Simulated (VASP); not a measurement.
# BeS (F-43m) in VASP: settings compared

The runs below take BeS through single point, with PBEsol, PBEsol+D4.

Program: VASP 6.6.1. These are calculated values, not measurements. Logs are shortened: lines on timing, memory, paths and dates and some standing lists are left out, and cuts for length are marked.

**1. The cell of the first run**

The structure is cubic, space group F-43m (No. 216). Conventional cell: a = 4.869 Å, b = 4.869 Å, c = 4.869 Å, α = 90.00°, β = 90.00°, γ = 90.00°. Be (site symmetry -43m) has 4 S at 2.11 Å within 2.8 Å. S (site symmetry -43m) has 4 Be at 2.11 Å within 2.8 Å.

**2. Single point, PBEsol**

Input file INCAR:

```
SYSTEM = BeS
  ALGO = Normal
  EDIFF = 1E-6
  ENCUT = 600
  GGA = PS
  GGA_COMPAT = .False.
  ISIF = 2
  ISMEAR = -5
  LASPH = .True.
  LCHARG = .False.
  LREAL = .False.
  LWAVE = .False.
  NBANDS = 11
  NELM = 120
  PREC = Accurate
  SIGMA = 0.1
```

Input file KPOINTS:

```
k-points
0
Gamma
  6 6 6
  0 0 0
```

Input file POSCAR:

```
BeS
1.0
    0.0000000000      2.4343066366      2.4343066366
    2.4343066366      0.0000000000      2.4343066366
    2.4343066366      2.4343066366      0.0000000000
Be S
1 1
Direct
    0.0000000000      0.0000000000      0.0000000000
    0.2500000000      0.2500000000      0.2500000000
```

Potentials or basis: VASP PAW PBE potentials, release 64 (Be, S).

Started as:

```bash
$ cat potpaw_PBE.64/Be/POTCAR potpaw_PBE.64/S/POTCAR > POTCAR
$ mpirun -np 1 vasp_std > vasp.out
```

OUTCAR:

```text
SYSTEM = BeS
   EDIFF = 1E-6
   ENCUT = 600
   GGA = PS
   ISIF = 2
   ISMEAR = -5
   LASPH = .True.
   LREAL = .False.
   NELM = 120
   PREC = Accurate

 ion  position               nearest neighbor table
   1  0.000  0.000  0.000-   2 2.11   2 2.11   2 2.11   2 2.11
   2  0.250  0.250  0.250-   1 2.11   1 2.11   1 2.11   1 2.11

  LATTYP: Found a face centered cubic cell.
 ALAT       =     4.8686132732

  Lattice vectors:

 A1 = (   0.0000000000,   2.4343066366,   2.4343066366)
 A2 = (   2.4343066366,   0.0000000000,   2.4343066366)
 A3 = (   2.4343066366,   2.4343066366,   0.0000000000)

Analysis of symmetry for initial positions (statically):
=====================================================================
 Subroutine PRICEL returns:
 Original cell was already a primitive cell.

 Routine SETGRP: Setting up the symmetry group for a
 face centered cubic supercell.

 Subroutine GETGRP returns: Found 24 space group operations
 (whereof 24 operations were pure point group operations)
 out of a pool of 48 trial point group operations.

The static configuration has the point symmetry T_d .

Analysis of symmetry for dynamics (positions and initial velocities):
=====================================================================
 Subroutine PRICEL returns:
 Original cell was already a primitive cell.

 Routine SETGRP: Setting up the symmetry group for a
 face centered cubic supercell.

 Subroutine GETGRP returns: Found 24 space group operations
 (whereof 24 operations were pure point group operations)
 out of a pool of 48 trial point group operations.

The dynamic configuration has the point symmetry T_d .

 Subroutine INISYM returns: Found 24 space group operations
 (whereof 24 operations are pure point group operations),
 and found     1 'primitive' translations

----------------------------------------------------------------------------------------

                                     Primitive cell

  volume of cell :      28.8507

  direct lattice vectors                    reciprocal lattice vectors
     0.000000000  2.434306637  2.434306637    -0.205397296  0.205397296  0.205397296
     2.434306637  0.000000000  2.434306637     0.205397296 -0.205397296  0.205397296
     2.434306637  2.434306637  0.000000000     0.205397296  0.205397296 -0.205397296

  length of vectors
     3.442629460  3.442629460  3.442629460     0.355758552  0.355758552  0.355758552

  position of ions in fractional coordinates (direct lattice)
     0.000000000  0.000000000  0.000000000
[... 79 lines left out ...]
   POTIM  = 0.5000    time-step for ionic-motion
   TEBEG  =    0.0;   TEEND  =   0.0 temperature during run
   PSTRESS=    0.0 pullay stress
   NELECT =       8.0000    total number of electrons
   NUPDOWN=      -1.0000    fix difference up-down
   EMIN   =  10.00;   EMAX   =-10.00  energy-range for DOS
   EFERMI =   0.00;   METHOD = LEGACY
   ISMEAR =    -5;   SIGMA  =   0.10  broadening in eV -4-tet -1-fermi 0-gaus
   EFERMI_NEDOS =   21; number of points for ismear=-14 and -15
   IALGO  =     38    algorithm
   IMIX   =      4    mixing-type and parameters
     AMIX     =   0.40;   BMIX     =  1.00
     AMIX_MAG =   1.60;   BMIX_MAG =  1.00
  volume/ion in A,a.u.               =      14.43        97.35
  Fermi-wavevector in a.u.,A,eV,Ry     =   1.067545  2.017368 15.505913  1.139652
  Thomas-Fermi vector in A             =   2.203165
   LORBIT       =      0    0 simple, 1 ext, 2 COOP (PROOUT), +10 PAW based schemes
   GGA     = PS    functional components
   LHFCALC =     F    Hartree Fock is set to
   AEXX    =    0.0000 exact exchange contribution
   IVDW    =     0    specifies the selected vdW correction
   LEPSILON=     F    determine dielectric tensor
   LRPA    =     F    only Hartree local field effects (RPA)
 non-spin polarized calculation
 Fermi weights with tetrahedron method with Bloechl corrections
  energy-cutoff  :      600.00
  volume of cell :       28.85
 maximum number of plane-waves:       982
   NGX = 13   NGY = 13   NGZ = 13

 number of electron       7.9999999 magnetization

 Free energy of the ion-electron system (eV)
  ---------------------------------------------------
  ext. energy  EPLUGINS =         0.00000000
  ---------------------------------------------------
  free energy    TOTEN  =       -10.55909945 eV

  energy without entropy =      -10.55909945  energy(sigma->0) =      -10.55909945

 E-fermi :   4.0943     XC(G=0):  -9.8536

 val. band max:        4.0276192468   @ k =   0.0000   0.0000   0.0000
 cond. band min:       6.9798245204   @ k =   0.5000   0.5000   0.0000
 fundamental gap:      2.9522052736
 Fermi energy:         4.0942643578

 k-point     1 :       0.0000    0.0000    0.0000
  band No.  band energies     occupation
      1      -9.6127      2.00000
      2       4.0276      2.00000
      3       4.0276      2.00000
      4       4.0276      2.00000
      5       9.6380      0.00000
      6       9.6412      0.00000
      7       9.6412      0.00000
      8       9.6412      0.00000
      9      16.7975      0.00000
     10      16.7975      0.00000
     11      18.6136      0.00000
[... 197 lines left out ...]
 k-point    16 :      -0.3333    0.5000    0.1667
  band No.  band energies     occupation
      1      -7.4299      2.00000
      2      -0.5634      2.00000
      3       0.6115      2.00000
      4       0.8299      2.00000
      5       9.0256      0.00000
      6      10.6006      0.00000
      7      13.9040      0.00000
      8      14.4158      0.00000
      9      18.2731      0.00000
     10      18.4364      0.00000
     11      20.9389      0.00000

------------------------ aborting loop because EDIFF is reached ----------------------------------------

  FORCE on cell =-STRESS in cart. coord.  units (eV):
  Direction    XX          YY          ZZ          XY          YZ          ZX
  --------------------------------------------------------------------------------------
  -------------------------------------------------------------------------------------
  Total       -0.2794921     -0.2794921     -0.2794921      0.0000000      0.0000000      0.0000000
  in kB      -15.5211633    -15.5211633    -15.5211633      0.0000000      0.0000000      0.0000000
  external PRESSURE =     -15.5211633 kB  Pullay stress =       0.0000000 kB

 VOLUME and BASIS-vectors are now :
 -----------------------------------------------------------------------------
  energy-cutoff  :      600.00
  volume of cell :       28.85
      direct lattice vectors                 reciprocal lattice vectors
     0.000000000  2.434306637  2.434306637    -0.205397296  0.205397296  0.205397296
     2.434306637  0.000000000  2.434306637     0.205397296 -0.205397296  0.205397296
     2.434306637  2.434306637  0.000000000     0.205397296  0.205397296 -0.205397296

 POSITION                                       TOTAL-FORCE (eV/Angst)
 -----------------------------------------------------------------------------------
      0.00000      0.00000      0.00000         0.000000      0.000000      0.000000
      1.21715      1.21715      1.21715        -0.000000     -0.000000     -0.000000
 -----------------------------------------------------------------------------------
    total drift:                               -0.000000     -0.000000     -0.000000

  FREE ENERGIE OF THE ION-ELECTRON SYSTEM (eV)
  ---------------------------------------------------
  free  energy   TOTEN  =       -10.5590994536 eV

  energy  without entropy=      -10.5590994536  energy(sigma->0) =      -10.55909945
```

Run time: 4.4 s. Hardware: 1 thread of AMD EPYC 9R45 (Zen 5), shared host; peak memory 0.11 GiB.

What came out:

| Quantity | Value |
| --- | --- |
| Free energy | -10.5591 eV |
| Pressure | -1.6 GPa |
| Band gap on the k mesh | 2.95 eV (least direct gap 5.59 eV) |

Caveat: the PAW data sets were made with another functional, which shifts forces and pressure a little. A k mesh can miss the band edges.

**3. Single point, PBEsol+D4**

Input file INCAR:

```
  ALGO = Normal
  EDIFF = 1E-6
  ENCUT = 600
  GGA = PS
  GGA_COMPAT = False
  ISIF = 2
  ISMEAR = 0
  IVDW = 13
  LASPH = True
  LCHARG = False
  LREAL = False
  LWAVE = False
  NBANDS = 11
  NELM = 120
  PREC = Accurate
  SIGMA = 0.01
```

Input file KPOINTS:

```
k-points
0
Gamma
  6 6 6
```

POSCAR is that of step 2.

Potentials or basis: VASP PAW PBE potentials, release 64 (Be, S).

Started as:

```bash
$ cat potpaw_PBE.64/Be/POTCAR potpaw_PBE.64/S/POTCAR > POTCAR
$ mpirun -np 1 vasp_std > vasp.out
```

It took 4.6 s on 1 thread of AMD EPYC 9R45 (Zen 5), shared host; peak memory 0.12 GiB.

The run converged. Its results:

- Free energy: -10.8506 eV
- Pressure: -3.1 GPa
- Band gap on the k mesh: 2.95 eV (least direct gap 5.59 eV)
- Dispersion energy per atom: -0.146 eV

Levels at points of the mesh, in eV from the valence-band top:
| k point | band 2 | band 3 | band 4 | band 5 | band 6 | band 7 |
| --- | --- | --- | --- | --- | --- | --- |
| (0.00, 0.00, 0.00) | 0.00 | 0.00 | 0.00 | 5.61 | 5.61 | 5.61 |
| (0.50, 0.00, 0.00) | -5.79 | -1.03 | -1.03 | 5.34 | 6.48 | 6.48 |
| (0.50, 0.50, 0.00) | -5.01 | -2.63 | -2.63 | 2.95 | 4.82 | 12.65 |

Caveat: the cell stands under tension; the PAW data sets were made with another functional, which shifts forces and pressure a little. A k mesh can miss the band edges.

**4. Single point, PBEsol**

Input file INCAR:

```
PREC = Accurate
ENCUT = 600
EDIFF = 1E-6
ISMEAR = 1
SIGMA = 0.05
LREAL = False
LASPH = True
NELM = 120
ALGO = Normal
ISIF = 2
LWAVE = False
LCHARG = True
GGA = PS
LELF = True
LVHAR = True
NBANDS = 11
GGA_COMPAT = False
```

Input file KPOINTS:

```
regular mesh
0
Gamma
  6 6 6
```

POSCAR is that of step 3.

Started as:

```bash
$ cat potpaw_PBE.64/Be/POTCAR potpaw_PBE.64/S/POTCAR > POTCAR
$ mpirun -np 1 vasp_std > vasp.out
```

Wall time 4.4 s (1 thread of AMD EPYC 9R45 (Zen 5), shared host); peak memory 0.12 GiB.

It converged, with:

```yaml
Free_energy: -10.5591 eV
Pressure: -1.6 GPa
Band_gap_on_the_k_mesh: 2.95 eV (least direct gap 5.59 eV)
```

Levels at points of the mesh, in eV from the valence-band top:
```
           k point  band 2  band 3  band 4  band 5  band 6  band 7
(0.00, 0.00, 0.00)    0.00    0.00    0.00    5.61    5.61    5.61
(0.50, 0.00, 0.00)   -5.79   -1.03   -1.03    5.34    6.48    6.48
(0.50, 0.50, 0.00)   -5.01   -2.63   -2.63    2.95    4.82   12.65
```

Caveat: the PAW data sets were made with another functional, which shifts forces and pressure a little.

**5. Single point, PBEsol**

Input file INCAR:

```
SYSTEM = BeS
  ALGO = Normal
  EDIFF = 1E-6
  ENCUT = 600
  GGA = PS
  GGA_COMPAT = .False.
  ISIF = 2
  ISMEAR = 1
  LASPH = .True.
  LCHARG = .True.
  LELF = .True.
  LREAL = .False.
  LVHAR = .True.
  LWAVE = .False.
  NBANDS = 11
  NELM = 120
  PREC = Accurate
  SIGMA = 0.001
```

Input file KPOINTS:

```
k-points
0
Gamma
  6 6 6
  0 0 0
```

POSCAR is that of step 4.

Started as:

```bash
$ cat potpaw_PBE.64/Be/POTCAR potpaw_PBE.64/S/POTCAR > POTCAR
$ mpirun -np 1 vasp_std > vasp.out
```

It took 4.5 s on 1 thread of AMD EPYC 9R45 (Zen 5), shared host; peak memory 0.12 GiB.

Results (log left out):

* Free energy: -10.5591 eV
* Pressure: -1.6 GPa
* Band gap on the k mesh: 2.95 eV (least direct gap 5.59 eV)

Levels at points of the mesh, in eV from the valence-band top:
```
           k point  band 2  band 3  band 4  band 5  band 6  band 7
(0.00, 0.00, 0.00)    0.00    0.00    0.00    5.61    5.61    5.61
(0.50, 0.00, 0.00)   -5.79   -1.03   -1.03    5.34    6.48    6.48
(0.50, 0.50, 0.00)   -5.01   -2.63   -2.63    2.95    4.82   12.65
```

Caveat: the PAW data sets were made with another functional, which shifts forces and pressure a little.

**6. Single point, PBEsol**

Input file INCAR:

```
  ALGO = Normal
  EDIFF = 1E-6
  ENCUT = 600
  GGA = PS
  GGA_COMPAT = F
  ISIF = 2
  ISMEAR = 1
  LASPH = T
  LCHARG = T
  LELF = T
  LREAL = F
  LVHAR = T
  LWAVE = F
  NBANDS = 11
  NELM = 120
  PREC = Accurate
  SIGMA = 0.2
```

Input file KPOINTS:

```
k-points
0
Gamma
  6 6 6
```

POSCAR is that of step 5.

Potentials or basis: VASP PAW PBE potentials, release 64 (Be, S).

Started as:

```bash
$ cat potpaw_PBE.64/Be/POTCAR potpaw_PBE.64/S/POTCAR > POTCAR
$ mpirun -np 1 vasp_std > vasp.out
```

Run time: 4.4 s. Hardware: 1 thread of AMD EPYC 9R45 (Zen 5), shared host; peak memory 0.12 GiB.

It converged, with:

```
Free energy            : -10.5589 eV
Pressure               : -1.6 GPa
Band gap on the k mesh : 2.95 eV (least direct gap 5.59 eV)
```

Levels at points of the mesh, in eV from the valence-band top:
```
           k point  band 1  band 2  band 3  band 4  band 5  band 6  band 7  band 8
(0.00, 0.00, 0.00)  -13.64    0.00    0.00    0.00    5.61    5.61    5.61    5.61
(0.50, 0.00, 0.00)  -12.04   -5.79   -1.03   -1.03    5.34    6.48    6.48   10.92
(0.50, 0.50, 0.00)  -11.50   -5.01   -2.63   -2.63    2.95    4.82   12.65   12.65
```

Caveat: the PAW data sets were made with another functional, which shifts forces and pressure a little.

**7. Summary**

```tsv
level	smearing	gap on the mesh (eV)	pressure (GPa)
PBEsol	tetrahedron	2.95	-1.6
PBEsol+D4	gaussian 0.01 eV	2.95	-3.1
PBEsol	methfessel-paxton 0.05 eV	2.95	-1.6
PBEsol	methfessel-paxton 0.001 eV	2.95	-1.6
PBEsol	methfessel-paxton 0.2 eV	2.95	-1.6
```

Alike in all rows: task single point; potentials or basis VASP PAW PBE potentials, release 64 (Be, S); no spin polarisation; cell as given; k mesh 6 × 6 × 6; cutoff (eV) 600.

The pressure there spans -3.1 GPa (PBEsol+D4) to -1.6 GPa (PBEsol); a positive pressure means that this level wants a larger cell, a negative one a smaller.

Caveats: the PAW data sets were made with another functional, which shifts forces and pressure a little; the cell stands under tension (at least some runs).

Total energies depend on the potentials used, so only differences within one code and one set of settings carry meaning.
